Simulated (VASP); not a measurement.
# Al8N in VASP: further runs

Al8N is run at these levels: PBE; tasks: single point.

All numbers are computed with VASP 6.6.1; they aren't measurements. Logs are shortened: lines on timing, memory, paths and dates and some standing lists are left out, and cuts for length are marked.

## Step 1: The cell of the first run

The cell holds a slab with vacuum, 9 atoms: a = 2.854 Å, b = 2.854 Å, c = 33.476 Å, α = 90.00°, β = 90.00°, γ = 120.00°.

## Step 2: Single point, PBE

INCAR

```
  ALGO = Normal
  DIPOL = 0.5 0.5 0.402
  EDIFF = 1E-7
  ENCUT = 520
  GGA = PE
  IDIPOL = 3
  ISIF = 2
  ISMEAR = 0
  LASPH = True
  LCHARG = False
  LDIPOL = True
  LREAL = False
  LWAVE = False
  NBANDS = 24
  NELM = 60
  PREC = Accurate
  SIGMA = 0.1
```

KPOINTS

```
k-points
0
Gamma
  9 9 1
```

POSCAR

```
Al8N
1.0
    2.8543223330      0.0000000000      0.0000000000
   -1.4271611665      2.4719156510      0.0000000000
    0.0000000000      0.0000000000     33.4760593533
Al N
8 1
Direct
    0.3333333333      0.6666666667      0.1194883770
    0.0000000000      0.0000000000      0.1895622803
    0.6666666667      0.3333333333      0.2596361837
    0.0000000000      0.0000000000      0.3297100869
    0.3333333333      0.6666666667      0.3992195594
    0.0000000000      0.0000000000      0.4696536480
    0.6666666667      0.3333333333      0.5400996810
    0.0000000000      0.0000000000      0.6116627748
    0.8888888889     -0.8888888889      0.7003828947
```

Potentials or basis: VASP PAW PBE potentials, release 64 (Al, N).

Run with:

```bash
> cat potpaw_PBE.64/Al/POTCAR potpaw_PBE.64/N/POTCAR > POTCAR
> mpirun -np 1 vasp_std > vasp.out
```

OUTCAR:

```text
EDIFF = 1E-7
   ENCUT = 520
   GGA = PE
   ISIF = 2
   ISMEAR = 0
   LASPH = True
   LREAL = False
   NELM = 60
   PREC = Accurate

 ion  position               nearest neighbor table
   1  0.333  0.667  0.119-   2 2.87   2 2.87   2 2.87
   2  0.000  0.000  0.190-   1 2.87   1 2.87   1 2.87   3 2.87   3 2.87   3 2.87
   3  0.667  0.333  0.260-   4 2.87   4 2.87   4 2.87   2 2.87   2 2.87   2 2.87
   4  0.000  0.000  0.330-   5 2.85   5 2.85   5 2.85   3 2.87   3 2.87   3 2.87
   5  0.333  0.667  0.399-   4 2.85   4 2.85   4 2.85   6 2.88   6 2.88   6 2.88
   6  0.000  0.000  0.470-   5 2.88   5 2.88   5 2.88   7 2.88   7 2.88   7 2.88
   7  0.667  0.333  0.540-   6 2.88   6 2.88   6 2.88   8 2.91   8 2.91   8 2.91
   8  0.000  0.000  0.612-   7 2.91   7 2.91   7 2.91
   9  0.889  0.111  0.700-

  LATTYP: Found a hexagonal cell.
 ALAT       =     2.8543223330
 C/A-ratio  =    11.7281986573

  Lattice vectors:

 A1 = (   2.8543223330,   0.0000000000,   0.0000000000)
 A2 = (  -1.4271611665,   2.4719156510,   0.0000000000)
 A3 = (   0.0000000000,   0.0000000000,  33.4760593533)

Analysis of symmetry for initial positions (statically):
=====================================================================
 Subroutine PRICEL returns:
 Original cell was already a primitive cell.

 Routine SETGRP: Setting up the symmetry group for a
 hexagonal supercell.

 Subroutine GETGRP returns: Found  2 space group operations
 (whereof  2 operations were pure point group operations)
 out of a pool of 24 trial point group operations.

The static configuration has the point symmetry C_1h.

Analysis of symmetry for dynamics (positions and initial velocities):
=====================================================================
 Subroutine PRICEL returns:
 Original cell was already a primitive cell.

 Routine SETGRP: Setting up the symmetry group for a
 hexagonal supercell.

 Subroutine GETGRP returns: Found  2 space group operations
 (whereof  2 operations were pure point group operations)
 out of a pool of 24 trial point group operations.

The dynamic configuration has the point symmetry C_1h.

 Subroutine INISYM returns: Found  2 space group operations
 (whereof  2 operations are pure point group operations),
 and found     1 'primitive' translations

----------------------------------------------------------------------------------------

                                     Primitive cell

  volume of cell :     236.1952

  direct lattice vectors                    reciprocal lattice vectors
     2.854322333  0.000000000  0.000000000     0.350345856  0.202272274  0.000000000
    -1.427161166  2.471915651  0.000000000     0.000000000  0.404544548  0.000000000
     0.000000000  0.000000000 33.476059353     0.000000000  0.000000000  0.029872094

  length of vectors
     2.854322333  2.854322333 33.476059353     0.404544548  0.404544548  0.029872094

  position of ions in fractional coordinates (direct lattice)
     0.333333333  0.666666667  0.119488377
     0.000000000  0.000000000  0.189562280
     0.666666667  0.333333333  0.259636184
     0.000000000  0.000000000  0.329710087
     0.333333333  0.666666667  0.399219559
     0.000000000  0.000000000  0.469653648
     0.666666667  0.333333333  0.540099681
     0.000000000  0.000000000  0.611662775
     0.888888889  0.111111111  0.700382895

  ion indices of the primitive-cell ions
   primitive index   ion index
                 1           1
                 2           2
                 3           3
                 4           4
                 5           5
                 6           6
                 7           7
                 8           8
                 9           9

----------------------------------------------------------------------------------------

 KPOINTS: k-points

Automatic generation of k-mesh.
 Grid dimensions read from file:
 generate k-points for:    9    9    1

 Generating k-lattice:

  Cartesian coordinates                     Fractional coordinates (reciprocal lattice)
     0.038927317  0.022474697  0.000000000     0.111111111 -0.000000000  0.000000000
     0.000000000  0.044949394  0.000000000     0.000000000  0.111111111  0.000000000
     0.000000000  0.000000000  0.029872094     0.000000000  0.000000000  1.000000000

  Length of vectors
     0.044949394  0.044949394  0.029872094

  Shift w.r.t. Gamma in fractional coordinates (k-lattice)
     0.000000000  0.000000000  0.000000000

 Subroutine IBZKPT returns following result:
 ===========================================

 Found     25 irreducible k-points:

 Following reciprocal coordinates:
            Coordinates               Weight
  0.000000  0.000000  0.000000      1.000000
  0.111111  0.000000  0.000000      4.000000
 -0.111111  0.111111  0.000000      2.000000
  0.222222  0.000000  0.000000      4.000000
 -0.222222  0.222222  0.000000      2.000000
  0.333333  0.000000  0.000000      4.000000
[... 16 lines left out ...]
 -0.222222 -0.444444  0.000000      4.000000
  0.444444  0.333333  0.000000      4.000000
   k-points           NKPTS =     25   k-points in BZ     NKDIM =     25   number of bands    NBANDS=     24
   number of dos      NEDOS =    301   number of ions     NIONS =      9
   total plane-waves  NPLWV = 144000
   dimension x,y,z NGX =    24 NGY =   24 NGZ =  250
   dimension x,y,z NGXF=    48 NGYF=   48 NGZF=  500
   ions per type =               8   1
   NGX,Y,Z   is equivalent  to a cutoff of  13.98, 13.98, 12.42 a.u.
   NGXF,Y,Z  is equivalent  to a cutoff of  27.96, 27.96, 24.83 a.u.
 SYSTEM =  unknown system
   PREC   = accura    normal or accurate (medium, high low for compatibility)
   ISTART =      0    job   : 0-new  1-cont  2-samecut
   ICHARG =      2    charge: 1-file 2-atom 10-const
   ISPIN  =      1    spin polarized calculation?
   LNONCOLLINEAR =      F non collinear calculations
   LSORBIT =      F    spin-orbit coupling
   LASPH  =      T    aspherical Exc in radial PAW
   ENCUT  =  520.0 eV  38.22 Ry    6.18 a.u.   5.31  5.31 62.24*2*pi/ulx,y,z
   NELM   =     60;   NELMIN=  2; NELMDL= -5     # of ELM steps
   EDIFF  = 0.1E-06   stopping-criterion for ELM
   LREAL  =      F    real-space projection
   EDIFFG = 0.1E-05   stopping-criterion for IOM
   NSW    =      0    number of steps for IOM
   IBRION =     -1    ionic relax: 0-MD 1-quasi-New 2-CG
   NFREE  =      0    steps in history (QN), initial steepest desc. (CG)
   ISIF   =      2    stress and relaxation
   ISYM   =      2    0-nonsym 1-usesym 2-fastsym
   POTIM  = 0.5000    time-step for ionic-motion
   TEBEG  =    0.0;   TEEND  =   0.0 temperature during run
   PSTRESS=    0.0 pullay stress
   NELECT =      29.0000    total number of electrons
   NUPDOWN=      -1.0000    fix difference up-down
   EMIN   =  10.00;   EMAX   =-10.00  energy-range for DOS
   EFERMI =   0.00;   METHOD = LEGACY
   ISMEAR =     0;   SIGMA  =   0.10  broadening in eV -4-tet -1-fermi 0-gaus
   EFERMI_NEDOS =   21; number of points for ismear=-14 and -15
   IALGO  =     38    algorithm
   IMIX   =      4    mixing-type and parameters
     AMIX     =   0.40;   BMIX     =  1.00
     AMIX_MAG =   1.60;   BMIX_MAG =  1.00
  volume/ion in A,a.u.               =      26.24       177.10
  Fermi-wavevector in a.u.,A,eV,Ry     =   0.813674  1.537621  9.007949  0.662066
  Thomas-Fermi vector in A             =   1.923442
   LORBIT       =      0    0 simple, 1 ext, 2 COOP (PROOUT), +10 PAW based schemes
   GGA     = PE    functional components
   LHFCALC =     F    Hartree Fock is set to
   AEXX    =    0.0000 exact exchange contribution
   IVDW    =     0    specifies the selected vdW correction
   LEPSILON=     F    determine dielectric tensor
   LRPA    =     F    only Hartree local field effects (RPA)
 non-spin polarized calculation
 Gauss-broadening in eV      SIGMA  =   0.10
  energy-cutoff  :      520.00
  volume of cell :      236.20
 maximum number of plane-waves:      6403
 NGX is ok and might be reduce to    24
   NGX = 11   NGY = 11   NGZ =125

 number of electron      29.0000000 magnetization

 dipolmoment           0.000000      0.000000      0.146027 electrons x Angstroem

 Free energy of the ion-electron system (eV)
  ---------------------------------------------------
  ext. energy  EPLUGINS =         0.00000000
  ---------------------------------------------------
  free energy    TOTEN  =       -31.73213477 eV

  energy without entropy =      -31.68791883  energy(sigma->0) =      -31.71002680

 E-fermi :   2.2311     XC(G=0):  -6.8537

 val. band max:        2.2288163373   @ k =   0.2222   0.0000   0.0000
 cond. band min:       2.2316236165   @ k =   0.2222   0.1111   0.0000
 fundamental gap:      0.0028072792
 Fermi energy:         2.2311482725

 k-point     1 :       0.0000    0.0000    0.0000
  band No.  band energies     occupation
      1     -10.4146      2.00000
      2      -8.8306      2.00000
      3      -8.5143      2.00000
      4      -8.0601      2.00000
      5      -7.3681      2.00000
      6      -6.5614      2.00000
[... 16 lines left out ...]
     23      10.9855      0.00000
     24      12.3159      0.00000

 k-point     2 :       0.1111    0.0000    0.0000
  band No.  band energies     occupation
      1     -10.2867      2.00000
      2      -8.5320      2.00000
      3      -8.2164      2.00000
      4      -7.7631      2.00000
      5      -7.0724      2.00000
      6      -6.2672      2.00000
[... 16 lines left out ...]
     23       9.8081      0.00000
     24      10.0391      0.00000
[... 565 lines left out ...]
     23       3.5622      0.00000
     24       3.8833      0.00000

 k-point    24 :       0.4444    0.3333    0.0000
  band No.  band energies     occupation
      1      -9.0285      2.00000
      2      -3.2666      2.00000
      3      -2.9624      2.00000
      4      -2.5303      2.00000
      5      -1.8750      2.00000
      6      -1.1313      2.00000
[... 16 lines left out ...]
     23       3.5540      0.00000
     24       3.8637      0.00000

 [... further k-points ...]

------------------------ aborting loop because EDIFF is reached ----------------------------------------

 vacuum level on the upper side and lower side of the slab       (xc-potential included)         1.823        -1.870

  FORCE on cell =-STRESS in cart. coord.  units (eV):
  Direction    XX          YY          ZZ          XY          YZ          ZX
  --------------------------------------------------------------------------------------
  -------------------------------------------------------------------------------------
  Total       -4.3467411     -4.2271492     -2.9827586      0.1035696     -0.1603897      0.2778030
  in kB      -29.4851515    -28.6739263    -20.2328794      0.7025416     -1.0879677      1.8844152
  external PRESSURE =     -26.1306524 kB  Pullay stress =       0.0000000 kB

 VOLUME and BASIS-vectors are now :
 -----------------------------------------------------------------------------
  energy-cutoff  :      520.00
  volume of cell :      236.20
      direct lattice vectors                 reciprocal lattice vectors
     2.854322333  0.000000000  0.000000000     0.350345856  0.202272274  0.000000000
    -1.427161166  2.471915651  0.000000000     0.000000000  0.404544548  0.000000000
     0.000000000  0.000000000 33.476059353     0.000000000  0.000000000  0.029872094

 POSITION                                       TOTAL-FORCE (eV/Angst)
 -----------------------------------------------------------------------------------
     -0.00000      1.64794      4.00000        -0.001200      0.000693     -0.086168
      0.00000      0.00000      6.34580         0.001671     -0.000965      0.053650
      1.42716      0.82397      8.69160        -0.000200      0.000115     -0.009168
      0.00000      0.00000     11.03739        -0.002313      0.001336     -0.084148
     -0.00000      1.64794     13.36430         0.000092     -0.000053      0.201381
      0.00000      0.00000     15.72215         0.015755     -0.009096     -0.094881
      1.42716      0.82397     18.08041        -0.016250      0.009382     -0.024519
      0.00000      0.00000     20.47606        -0.096374      0.055642      1.260237
      2.37860      0.27466     23.44606         0.098820     -0.057054     -1.216383
 -----------------------------------------------------------------------------------
    total drift:                               -0.000164      0.000095      0.000215

  FREE ENERGIE OF THE ION-ELECTRON SYSTEM (eV)
  ---------------------------------------------------
  free  energy   TOTEN  =       -31.7321347723 eV

  energy  without entropy=      -31.6879188343  energy(sigma->0) =      -31.71002680

 vacuum level on the upper side and lower side of the slab        10.005         6.253
```

Wall time 6.5 min (1 thread of Intel Xeon Platinum 8259CL at 2.50GHz (Skylake/Cascade Lake), shared host); peak memory 0.43 GiB.

What came out:

- Free energy: -31.7321 eV
- Largest force: 1.265 eV/Å

Forces in eV/Å, atoms in the order of the input:
```
Al  -0.001  0.001 -0.086
Al   0.002 -0.001  0.054
Al   0.000  0.000 -0.009
Al  -0.002  0.001 -0.084
Al   0.000  0.000  0.201
Al   0.016 -0.009 -0.095
Al  -0.016  0.009 -0.025
Al  -0.096  0.056  1.260
N    0.099 -0.057 -1.216
```

Levels at points of the mesh, in eV from the Fermi level:
| k point | band 12 | band 13 | band 14 | band 15 | band 16 | band 17 |
| --- | --- | --- | --- | --- | --- | --- |
| (0.00, 0.00, 0.00) | -1.23 | -0.22 | 1.32 | 1.51 | 1.51 | 2.89 |

## Step 3: Single point, PBE

INCAR

```
SYSTEM = Al8N
PREC     = Accurate       ! precision mode
ENCUT    = 520            ! plane-wave cutoff, eV
EDIFF    = 1E-7           ! SCF threshold, eV
ISMEAR   = 0              ! smearing method
SIGMA    = 0.1            ! smearing width, eV
LREAL    = .False.        ! projectors in reciprocal space
LASPH    = .True.         ! aspherical terms in the spheres
NELM     = 60             ! most SCF steps
ALGO     = Normal         ! electronic algorithm
ISIF     = 2              ! what is computed and relaxed
LWAVE    = .False.        ! write WAVECAR
LCHARG   = .True.         ! write CHGCAR
LDIPOL   = .True.       
IDIPOL   = 3            
DIPOL    = 0.5 0.5 0.397
GGA      = PE             ! functional
LELF     = .True.         ! ELF
LVHAR    = .True.       
LVACPOTAV= .True.       
NBANDS   = 24             ! bands
```

KPOINTS

```
Automatic mesh
0
Gamma
  9 9 1
  0 0 0
```

Edit POSCAR of step 2 so:

```diff
@@ -16,2 +16,2 @@
     0.0000000000      0.0000000000      0.6116627748
-    0.8888888889     -0.8888888889      0.7003828947
+    0.1111111111     -0.1111111111      0.6507952183
```

Potentials or basis: VASP PAW PBE potentials, release 64 (Al, N).

Run with:

```bash
> cat potpaw_PBE.64/Al/POTCAR potpaw_PBE.64/N/POTCAR > POTCAR
> mpirun -np 1 vasp_std > vasp.out
```

Run time: 8 min. Hardware: 1 thread of Intel Xeon Platinum 8259CL at 2.50GHz (Skylake/Cascade Lake), shared host; peak memory 0.43 GiB.

The run converged. Its results:

| Quantity | Value |
| --- | --- |
| Free energy | -31.2987 eV |
| Largest force | 20.709 eV/Å |

Forces on the atoms (eV/Å):
```
Al    0.000   0.000  -0.030
Al    0.008  -0.005   0.043
Al   -0.001   0.000  -0.012
Al    0.014  -0.008  -0.061
Al   -0.014   0.008   0.194
Al    0.005  -0.003  -0.076
Al    0.008  -0.004   0.010
Al   -8.331   4.810 -18.339
N     8.311  -4.798  18.271
```

Levels at points of the mesh, in eV from the Fermi level:
| k point | band 10 | band 11 | band 12 | band 13 | band 14 | band 15 | band 16 | band 17 |
| --- | --- | --- | --- | --- | --- | --- | --- | --- |
| (0.00, 0.00, 0.00) | -3.38 | -1.94 | -0.71 | 0.51 | 0.92 | 1.05 | 2.36 | 3.66 |
